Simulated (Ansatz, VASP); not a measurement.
**Os in VASP and in Ansatz**

```
CELL_PARAMETERS angstrom
0.00000 1.92204 1.92204
1.92204 0.00000 1.92204
1.92204 1.92204 0.00000
ATOMIC_POSITIONS crystal
Os 0.00000 0.00000 0.00000
```

Alike in both runs: task single point; functional PBEsol; k mesh 10 × 10 × 10; occupations gaussian, width 0.1 eV; no spin polarisation.

|  | VASP | Ansatz |
| --- | --- | --- |
| version | VASP 6.6.1 | Ansatz 0.2.0 |
| potentials or method | VASP PAW PBE potentials, release 64 (Os), cutoff 520 eV | scalar-relativistic, plane waves, PAW |
| valence electrons in the cell | 8 | 16 |

|  | VASP | Ansatz | Ansatz less VASP |
| --- | --- | --- | --- |
| gap on the k mesh at the Fermi level (eV) | none | none | - |
| pressure (GPa) | -6.6 | -6.9 | -0.34 |

VASP's potentials were made for PBE, not for PBEsol. A gap of «none» marks a metal or a gap that the smearing closes. VASP's potentials hold 8 valence electrons a cell and Ansatz's 16, so a difference there can come from the potentials and not from the codes.

Neither program's run includes spin-orbit coupling.
